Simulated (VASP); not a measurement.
# Re (P6_3/mmc) in VASP: further runs

Re is run at these levels: PBE; tasks: single point, relaxation of cell and atoms.

Program: VASP 6.6.1. These are calculated values, not measurements. Logs are shortened: lines on timing, memory, paths and dates and some standing lists are left out, and cuts for length are marked.

### Step 1. The cell of the first run

The structure is hexagonal, space group P6_3/mmc (No. 194). The conventional cell has a = 2.775 Å, b = 2.775 Å, c = 4.485 Å, α = 90.00°, β = 90.00°, γ = 120.00°. Re (site symmetry -6m2) has 12 Re at 2.76 to 2.78 Å within 3.6 Å.

### Step 2. Single point, PBE

INCAR

```
  PREC = Accurate
  ENCUT = 520
  EDIFF = 1E-6
  ISMEAR = 0
  SIGMA = 0.1
  LREAL = F
  LASPH = T
  NELM = 80
  ALGO = Normal
  ISIF = 2
  LWAVE = F
  LCHARG = F
  GGA = PE
  NBANDS = 14
```

KPOINTS

```
Automatic mesh
0
Gamma
  18 18 10
```

POSCAR

```
Re
1.0
    2.7750512304      0.0000000000      0.0000000000
   -1.3875256152      2.4032648623      0.0000000000
    0.0000000000      0.0000000000      4.4847166431
Re
2
Direct
    0.3333333333      0.6666666667      0.2500000000
    0.6666666667      0.3333333333      0.7500000000
```

Potentials or basis: VASP PAW PBE potentials, release 64 (Re).

Run with:

```console
$ cat potpaw_PBE.64/Re/POTCAR > POTCAR
$ mpirun -np 1 vasp_std > vasp.out
```

OUTCAR:

```text
PREC = Accurate
   ENCUT = 520
   EDIFF = 1E-6
   ISMEAR = 0
   LREAL = F
   LASPH = T
   NELM = 80
   ISIF = 2
   GGA = PE

 ion  position               nearest neighbor table
   1  0.333  0.667  0.250-   2 2.76   2 2.76   2 2.76   2 2.76   2 2.76   2 2.76
   2  0.667  0.333  0.750-   1 2.76   1 2.76   1 2.76   1 2.76   1 2.76   1 2.76

  LATTYP: Found a hexagonal cell.
 ALAT       =     2.7750512304
 C/A-ratio  =     1.6160842704

  Lattice vectors:

 A1 = (   2.7750512304,   0.0000000000,   0.0000000000)
 A2 = (  -1.3875256152,   2.4032648623,   0.0000000000)
 A3 = (   0.0000000000,   0.0000000000,   4.4847166431)

Analysis of symmetry for initial positions (statically):
=====================================================================
 Subroutine PRICEL returns:
 Original cell was already a primitive cell.

 Routine SETGRP: Setting up the symmetry group for a
 hexagonal supercell.

 Subroutine GETGRP returns: Found 24 space group operations
 (whereof 12 operations were pure point group operations)
 out of a pool of 24 trial point group operations.

The static configuration has the point symmetry D_3d.
 The point group associated with its full space group is D_6h.

Analysis of symmetry for dynamics (positions and initial velocities):
=====================================================================
 Subroutine PRICEL returns:
 Original cell was already a primitive cell.

 Routine SETGRP: Setting up the symmetry group for a
 hexagonal supercell.

 Subroutine GETGRP returns: Found 24 space group operations
 (whereof 12 operations were pure point group operations)
 out of a pool of 24 trial point group operations.

The dynamic configuration has the point symmetry D_3d.
 The point group associated with its full space group is D_6h.

 Subroutine INISYM returns: Found 24 space group operations
 (whereof 12 operations are pure point group operations),
 and found     1 'primitive' translations

----------------------------------------------------------------------------------------

                                     Primitive cell

  volume of cell :      29.9094

  direct lattice vectors                    reciprocal lattice vectors
     2.775051230  0.000000000  0.000000000     0.360353708  0.208050310  0.000000000
    -1.387525615  2.403264862  0.000000000     0.000000000  0.416100620  0.000000000
     0.000000000  0.000000000  4.484716643     0.000000000  0.000000000  0.222979528

  length of vectors
     2.775051230  2.775051230  4.484716643     0.416100620  0.416100620  0.222979528

  position of ions in fractional coordinates (direct lattice)
     0.333333333  0.666666667  0.250000000
     0.666666667  0.333333333  0.750000000

  ion indices of the primitive-cell ions
   primitive index   ion index
                 1           1
                 2           2

----------------------------------------------------------------------------------------

 KPOINTS: Automatic mesh

Automatic generation of k-mesh.
 Grid dimensions read from file:
 generate k-points for:   18   18   10

 Generating k-lattice:

  Cartesian coordinates                     Fractional coordinates (reciprocal lattice)
     0.020019650  0.011558351  0.000000000     0.055555556 -0.000000000  0.000000000
     0.000000000  0.023116701  0.000000000     0.000000000  0.055555556  0.000000000
     0.000000000  0.000000000  0.022297953     0.000000000  0.000000000  0.100000000

  Length of vectors
     0.023116701  0.023116701  0.022297953

  Shift w.r.t. Gamma in fractional coordinates (k-lattice)
     0.000000000  0.000000000  0.000000000

 Subroutine IBZKPT returns following result:
 ===========================================

 Found    222 irreducible k-points:

 Following reciprocal coordinates:
            Coordinates               Weight
  0.000000  0.000000  0.000000      1.000000
  0.055556  0.000000  0.000000      6.000000
  0.111111  0.000000  0.000000      6.000000
  0.166667  0.000000  0.000000      6.000000
  0.222222  0.000000  0.000000      6.000000
  0.277778  0.000000  0.000000      6.000000
[... 16 lines left out ...]
  0.333333  0.111111  0.000000     12.000000
  0.388889  0.111111  0.000000     12.000000
 [... further k-points ...]
   k-points           NKPTS =    222   k-points in BZ     NKDIM =    222   number of bands    NBANDS=     14
   number of dos      NEDOS =    301   number of ions     NIONS =      2
   total plane-waves  NPLWV =  20736
   dimension x,y,z NGX =    24 NGY =   24 NGZ =   36
   dimension x,y,z NGXF=    48 NGYF=   48 NGZF=   72
   ions per type =               2
   NGX,Y,Z   is equivalent  to a cutoff of  14.38, 14.38, 13.34 a.u.
   NGXF,Y,Z  is equivalent  to a cutoff of  28.76, 28.76, 26.69 a.u.
 SYSTEM =  unknown system
   PREC   = accura    normal or accurate (medium, high low for compatibility)
   ISTART =      0    job   : 0-new  1-cont  2-samecut
   ICHARG =      2    charge: 1-file 2-atom 10-const
   ISPIN  =      1    spin polarized calculation?
   LNONCOLLINEAR =      F non collinear calculations
   LSORBIT =      F    spin-orbit coupling
   LASPH  =      T    aspherical Exc in radial PAW
   ENCUT  =  520.0 eV  38.22 Ry    6.18 a.u.   5.16  5.16  8.34*2*pi/ulx,y,z
   NELM   =     80;   NELMIN=  2; NELMDL= -5     # of ELM steps
   EDIFF  = 0.1E-05   stopping-criterion for ELM
   LREAL  =      F    real-space projection
[... 7 lines left out ...]
   TEBEG  =    0.0;   TEEND  =   0.0 temperature during run
   PSTRESS=    0.0 pullay stress
   NELECT =      14.0000    total number of electrons
   NUPDOWN=      -1.0000    fix difference up-down
   EMIN   =  10.00;   EMAX   =-10.00  energy-range for DOS
   EFERMI =   0.00;   METHOD = LEGACY
   ISMEAR =     0;   SIGMA  =   0.10  broadening in eV -4-tet -1-fermi 0-gaus
   EFERMI_NEDOS =   21; number of points for ismear=-14 and -15
   IALGO  =     38    algorithm
   IMIX   =      4    mixing-type and parameters
     AMIX     =   0.40;   BMIX     =  1.00
     AMIX_MAG =   1.60;   BMIX_MAG =  1.00
  volume/ion in A,a.u.               =      14.95       100.92
  Fermi-wavevector in a.u.,A,eV,Ry     =   1.271106  2.402041 21.983061  1.615709
  Thomas-Fermi vector in A             =   2.404057
   LORBIT       =      0    0 simple, 1 ext, 2 COOP (PROOUT), +10 PAW based schemes
   GGA     = PE    functional components
   LHFCALC =     F    Hartree Fock is set to
   AEXX    =    0.0000 exact exchange contribution
   IVDW    =     0    specifies the selected vdW correction
   LEPSILON=     F    determine dielectric tensor
   LRPA    =     F    only Hartree local field effects (RPA)
 non-spin polarized calculation
 Gauss-broadening in eV      SIGMA  =   0.10
  energy-cutoff  :      520.00
  volume of cell :       29.91
 maximum number of plane-waves:       817
 NGX is ok and might be reduce to    24
   NGX = 11   NGY = 11   NGZ = 17

 number of electron      14.0000000 magnetization

 Free energy of the ion-electron system (eV)
  ---------------------------------------------------
  ext. energy  EPLUGINS =         0.00000000
  ---------------------------------------------------
  free energy    TOTEN  =       -24.85448101 eV

  energy without entropy =      -24.84609300  energy(sigma->0) =      -24.85028701

 E-fermi :   7.6707     XC(G=0): -13.6413

 val. band max:        7.6652403339   @ k =   0.1667   0.0556   0.1000
 cond. band min:       7.6778207354   @ k =   0.3333   0.1667   0.4000
 fundamental gap:      0.0125804014
 Fermi energy:         7.6706980211

 k-point     1 :       0.0000    0.0000    0.0000
  band No.  band energies     occupation
      1      -2.0683      2.00000
      2       1.1805      2.00000
      3       6.1379      2.00000
      4       6.1501      2.00000
      5       6.1501      2.00000
      6       6.9625      2.00000
      7       6.9625      2.00000
      8       7.8781      0.00336
      9       7.8781      0.00336
     10       8.2625      0.00000
     11      10.9740      0.00000
     12      10.9740      0.00000
     13      17.4780      0.00000
     14      21.8160      0.00000

 k-point     2 :       0.0556    0.0000    0.0000
  band No.  band energies     occupation
      1      -1.9437      2.00000
      2       1.2981      2.00000
      3       5.7879      2.00000
      4       6.2635      2.00000
      5       6.4584      2.00000
      6       6.8728      2.00000
      7       7.0697      2.00000
      8       7.6156      1.56392
      9       7.7815      0.11728
     10       7.9596      0.00004
     11      11.0390      0.00000
     12      11.5469      0.00000
     13      17.4709      0.00000
     14      22.0926      0.00000

 k-point     3 :       0.1111    0.0000    0.0000
  band No.  band energies     occupation
      1      -1.5803      2.00000
      2       1.6290      2.00000
      3       5.3716      2.00000
      4       6.5766      2.00000
      5       6.6002      2.00000
      6       6.7105      2.00000
      7       6.8573      2.00000
      8       7.3868      1.99994
      9       7.5274      1.95728
     10       7.7324      0.38252
     11      11.2014      0.00000
     12      12.7142      0.00000
     13      17.4235      0.00000
     14      22.8531      0.00000
[... 324 lines left out ...]
 k-point    23 :       0.3333    0.1111    0.0000
  band No.  band energies     occupation
      1       1.9734      2.00000
      2       2.5114      2.00000
      3       2.9333      2.00000
      4       5.0151      2.00000
      5       5.6809      2.00000
      6       6.5542      2.00000
      7       6.7362      2.00000
      8       9.9023      0.00000
      9      10.9302      0.00000
     10      11.6486      0.00000
     11      12.2157      0.00000
     12      17.0499      0.00000
     13      17.6366      0.00000
     14      19.6379      0.00000

 k-point    24 :       0.3889    0.1111    0.0000
  band No.  band energies     occupation
      1       2.2010      2.00000
      2       2.3450      2.00000
      3       2.6725      2.00000
      4       5.4190      2.00000
      5       5.6548      2.00000
      6       6.3289      2.00000
      7       7.0650      2.00000
      8      10.8112      0.00000
      9      11.3981      0.00000
     10      11.6673      0.00000
     11      13.1895      0.00000
     12      15.9216      0.00000
     13      17.6881      0.00000
     14      18.7973      0.00000

 [... further k-points ...]
[... 5 lines left out ...]
  --------------------------------------------------------------------------------------
  -------------------------------------------------------------------------------------
  Total       -0.1093618     -0.1093618     -0.1434885      0.0000000      0.0000000     -0.0000000
  in kB       -5.8582594     -5.8582594     -7.6863461      0.0000000      0.0000000     -0.0000000
  external PRESSURE =      -6.4676217 kB  Pullay stress =       0.0000000 kB

 VOLUME and BASIS-vectors are now :
 -----------------------------------------------------------------------------
  energy-cutoff  :      520.00
  volume of cell :       29.91
      direct lattice vectors                 reciprocal lattice vectors
     2.775051230  0.000000000  0.000000000     0.360353708  0.208050310  0.000000000
    -1.387525615  2.403264862  0.000000000     0.000000000  0.416100620  0.000000000
     0.000000000  0.000000000  4.484716643     0.000000000  0.000000000  0.222979528

 POSITION                                       TOTAL-FORCE (eV/Angst)
 -----------------------------------------------------------------------------------
     -0.00000      1.60218      1.12118        -0.000000      0.000000      0.000000
      1.38753      0.80109      3.36354         0.000000      0.000000      0.000000
 -----------------------------------------------------------------------------------
    total drift:                                0.000000     -0.000000     -0.000000

  FREE ENERGIE OF THE ION-ELECTRON SYSTEM (eV)
  ---------------------------------------------------
  free  energy   TOTEN  =       -24.8544810114 eV

  energy  without entropy=      -24.8460929999  energy(sigma->0) =      -24.85028701
```

Wall time 80 s (1 thread of Intel Xeon Platinum 8175M at 2.50GHz (Skylake/Cascade Lake), shared host); peak memory 0.22 GiB.

What came out:

* Free energy: -24.8545 eV
* Pressure: -0.6 GPa
* Band gap on the k mesh: zero (band 7 reaches 9.10 eV, above the bottom of band 8 at 6.02 eV)

Caveat: spin-orbit coupling is left out, which moves the levels of the heavy elements.

### Step 3. Relaxation of cell and atoms, PBE

This run uses another cell than the first one, of 15.13 Å³/atom, 1.012 times its volume.

INCAR

```
ALGO = Fast
EDIFF = 1E-6
EDIFFG = -0.003
ENCUT = 600
GGA = PE
IBRION = 2
ISIF = 3
ISMEAR = 0
LASPH = True
LCHARG = False
LREAL = False
LWAVE = False
NELM = 60
NSW = 50
PREC = Accurate
SIGMA = 0.1
```

KPOINTS

```
k-points
0
Gamma
  18 18 10
```

POSCAR

```
Re
1.0
    2.7859866311      0.0000000000      0.0000000000
   -1.3929933155      2.4127351971      0.0000000000
    0.0000000000      0.0000000000      4.5020644487
Re
2
Direct
    0.3333333333      0.6666666667      0.2500000000
    0.6666666667      0.3333333333      0.7500000000
```

Potentials or basis: VASP PAW PBE potentials, release 64 (Re).

Run with:

```console
$ cat potpaw_PBE.64/Re/POTCAR > POTCAR
$ mpirun -np 1 vasp_std > vasp.out
```

Run time: 6.9 min. Hardware: 1 thread of Intel Xeon Platinum 8175M at 2.50GHz (Skylake/Cascade Lake), shared host; peak memory 0.25 GiB.

Results (log left out):

| Quantity | Value |
| --- | --- |
| Free energy | -24.8569 eV |
| Relaxed volume | 14.93 Å³/atom |
| Relaxed cell | a = 2.774 Å, b = 2.774 Å, c = 4.482 Å, α = 90.00°, β = 90.00°, γ = 120.00° |
| Space group after relaxing (to 0.05 Å) | P6_3/mmc (No. 194) |
| Energy gained by relaxing | 3.0 meV/atom |
| Ionic steps | 15 |
| Pressure after relaxing | 0.0 GPa |
| Band gap on the k mesh | zero (band 7 reaches 9.12 eV, above the bottom of band 8 at 6.04 eV) |

Step by step:
```tsv
step	energy change (eV)	largest force (eV/Å)	pressure (GPa)	volume (Å³)
1	0.0000	0.0000	-4.78	30.26
2	0.0957	0.0000	22.22	28.33
3	-0.0060	0.0000	-0.01	29.88
4	-0.0060	0.0000	-0.03	29.87
5	0.0186	0.0000	10.43	29.09
6	-0.0060	0.0000	0.11	29.86
7	-0.0059	0.0000	-0.28	29.90
8	-0.0060	0.0000	0.02	29.87
9	-0.0060	0.0000	0.05	29.87
10	-0.0060	0.0000	-0.12	29.88
11	-0.0060	0.0000	-0.10	29.87
12	-0.0060	0.0000	-0.02	29.87
13	-0.0060	0.0000	-0.01	29.87
14	-0.0060	0.0000	-0.01	29.87
15	-0.0060	0.0000	0.00	29.87
```

Final structure:
```
CELL_PARAMETERS angstrom
2.77408 0.00000 0.00000
-1.38704 2.40243 0.00000
0.00000 0.00000 4.48180
ATOMIC_POSITIONS crystal
Re 0.33333 0.66667 0.25000
Re 0.66667 0.33333 0.75000
```

Levels at points of the mesh, in eV from the Fermi level:
| k point | band 4 | band 5 | band 6 | band 7 | band 8 | band 9 | band 10 | band 11 |
| --- | --- | --- | --- | --- | --- | --- | --- | --- |
| (0.00, 0.00, 0.00) | -1.52 | -1.52 | -0.71 | -0.71 | 0.21 | 0.21 | 0.60 | 3.31 |
| (0.50, 0.00, 0.00) | -1.87 | -1.71 | -1.34 | -0.58 | 3.89 | 4.28 | 4.41 | 5.94 |
| (0.00, 0.00, 0.50) | -2.33 | -1.65 | -1.65 | -1.65 | -1.65 | 2.51 | 2.51 | 2.51 |
| (0.50, 0.00, 0.50) | -3.99 | 0.41 | 0.41 | 0.91 | 0.91 | 4.20 | 4.20 | 4.69 |

Caveat: spin-orbit coupling is left out, which moves the levels of the heavy elements.
